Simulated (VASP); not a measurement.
A run of VASP 6.6.1:

Contents of INCAR:

```
SYSTEM = NbPdSe3
  ALGO = Normal
  EDIFF = 1E-7
  ENCUT = 520
  GGA = PE
  ISIF = 2
  ISMEAR = 0
  LASPH = .TRUE.
  LCHARG = .TRUE.
  LELF = .TRUE.
  LREAL = .FALSE.
  LVHAR = .TRUE.
  LWAVE = .FALSE.
  NBANDS = 28
  NELM = 100
  PREC = Accurate
  SIGMA = 0.1
```

KPOINTS

```
k-points
0
G
  6 6 4
  0 0 0
```

The input POSCAR:

```
NbPdSe3
1.0
    5.5181706239      0.0000000032      0.0000000000
   -2.7590853147      4.7788759412      0.0000000000
    0.0000000000      0.0000000000      5.0635587369
Nb Pd Se
1 1 3
Direct
    0.0000000000      0.0000000000      0.5000000000
    0.0000000000      0.0000000000      0.0000000000
    0.5000000000      0.0000000000      0.5000000000
    0.0000000000      0.5000000000      0.5000000000
    0.5000000000      0.5000000000      0.5000000000
```

Potentials or basis: VASP PAW PBE potentials, release 64 (Nb_sv, Pd, Se).

The run is started by

```sh
$ cat potpaw_PBE.64/Nb_sv/POTCAR potpaw_PBE.64/Pd/POTCAR potpaw_PBE.64/Se/POTCAR > POTCAR
$ mpirun -np 1 vasp_std > vasp.out
```

Hardware: 1 thread of AMD EPYC 9R45 96-Core Processor (Zen 5), on a shared host.

How long does it take, and how much memory?

Run time: 65 s on 1 thread of AMD EPYC 9R45 96-Core Processor (Zen 5) (shared host), peak memory 0.26 GiB. Counts: scf iterations 17, k points 21.
